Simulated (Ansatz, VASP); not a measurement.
Two plane-wave programs on KCl

INCAR

```
SYSTEM = KCl
PREC     = Accurate       ! precision mode
ENCUT    = 520            ! plane-wave cutoff, eV
EDIFF    = 1E-7           ! SCF threshold, eV
ISMEAR   = 0              ! smearing method
SIGMA    = 0.05           ! smearing width, eV
LREAL    = .FALSE.        ! projectors in reciprocal space
LASPH    = .TRUE.         ! aspherical terms in the spheres
NELM     = 100            ! most SCF steps
ALGO     = Normal         ! electronic algorithm
ISIF     = 2              ! what is computed and relaxed
LWAVE    = .FALSE.        ! write WAVECAR
LCHARG   = .FALSE.        ! write CHGCAR
GGA      = PE             ! functional
NBANDS   = 15             ! bands
```

File KPOINTS:

```
Automatic mesh
0
G
  6 6 6
  0 0 0
```

POSCAR

```
KCl
1.0
    0.0000000000      3.1561000000      3.2823440000
    3.1561000000      0.0000000000      3.2823440000
    3.1561000000      3.1561000000      0.0000000000
K Cl
1 1
Direct
    0.0000000000      0.0000000000      0.0000000000
    0.5000000000      0.5000000000      0.5000000000
```

Input for Ansatz:

```yaml
crystal:
  lattice:
    - [0.0, 3.1561, 3.282344]
    - [3.1561, 0.0, 3.282344]
    - [3.1561, 3.1561, 0.0]
  atoms:
    - { symbol: K, position: [0.0, 0.0, 0.0] }
    - { symbol: Cl, position: [0.5, 0.5, 0.5] }
basis:
  ecutwfc: 420
kpoints:
  mp_grid: { grid: [6, 6, 6] }
hamiltonian:
  xc: pbe
scf:
  occupations: { method: gaussian, width: 0.05 }
output:
  forces: true
  stress: true
  eigenvalues: true
  write_density: true
  write_potential: true
  elf: true
  volumetric_format: npy
```

Change from the starting cell: strain +0.000 along x and y, +0.040 along z, atoms carried along.

Alike in both runs: task single point; functional PBE; k mesh 6 × 6 × 6; occupations gaussian, width 0.05 eV; no spin polarisation.

|  | VASP | Ansatz |
| --- | --- | --- |
| version | VASP 6.6.1 | Ansatz 0.2.0 |
| potentials or method | VASP PAW PBE potentials, release 64 (K_sv, Cl), cutoff 520 eV | scalar-relativistic, plane waves, PAW |
| valence electrons in the cell | 16 | 16 |

|  | VASP | Ansatz | Ansatz less VASP |
| --- | --- | --- | --- |
| gap on the k mesh at the Fermi level (eV) | 5.02 | 5.02 | +0.002 |
| least direct gap on the mesh (eV) | 5.02 | 5.02 | +0.002 |
| pressure (GPa) | 0.0 | 0.0 | -0.01 |
| traceless stress, the component that is largest in VASP (GPa) | -0.71 | -0.69 | +0.014 |
